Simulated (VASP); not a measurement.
A run of VASP 6.6.1 is set up as follows.

INCAR

```
SYSTEM = PdPt2Se3
  PREC = Accurate
  ENCUT = 600
  EDIFF = 1E-7
  ISMEAR = 0
  SIGMA = 0.1
  LREAL = .False.
  LASPH = .True.
  NELM = 60
  ALGO = Fast
  ISIF = 3
  LWAVE = .False.
  LCHARG = .False.
  GGA = PE
  IBRION = 2
  NSW = 100
  EDIFFG = -0.01
```

KPOINTS

```
Automatic mesh
0
Gamma
  12 12 4
  0 0 0
```

File POSCAR:

```
PdPt2Se3
1.0
    3.7552357866      0.0000000000      0.0000000000
   -1.8776178933      3.2521295884      0.0000000000
    0.0000000000      0.0000000000      9.1751045455
Pd Pt Se
1 2 3
Direct
    0.0000000000      0.0000000000      0.0000000000
    0.3333333333      0.6666666667      0.6716524393
    0.6666666667      0.3333333333      0.3283475607
    0.3333333333      0.6666666667      0.1757306313
    0.6666666667      0.3333333333      0.8242693687
    0.0000000000      0.0000000000      0.5000000000
```

Potentials or basis: VASP PAW PBE potentials, release 64 (Pd, Pt, Se).

Command:

```sh
$ cat potpaw_PBE.64/Pd/POTCAR potpaw_PBE.64/Pt/POTCAR potpaw_PBE.64/Se/POTCAR > POTCAR
$ mpirun -np 1 vasp_std > vasp.out
```

Question: Predict the space group after relaxing (to 0.1 Å).

Answer: P-3m1 (No. 164).

Question: What does it give for the band gap on the k mesh?

Answer: Zero (bands 24 and 25 overlap by 2.11 eV).

Question: What does it give for the relaxed cell?

Answer: a = 3.747 Å, b = 3.747 Å, c = 9.171 Å, α = 90.00°, β = 90.00°, γ = 120.00°.

Question: Predict the relaxed volume.

Answer: 18.58 Å³/atom.

Final structure:
```
CELL_PARAMETERS angstrom
3.74683 0.00000 0.00000
-1.87341 3.24485 0.00000
0.00000 0.00000 9.17109
ATOMIC_POSITIONS crystal
Pd 0.00000 0.00000 0.00000
Pt 0.33333 0.66667 0.67007
Pt 0.66667 0.33333 0.32993
Se 0.33333 0.66667 0.17399
Se 0.66667 0.33333 0.82601
Se 0.00000 0.00000 0.50000
```

Caveat: spin-orbit coupling is left out, which moves the levels of the heavy elements.
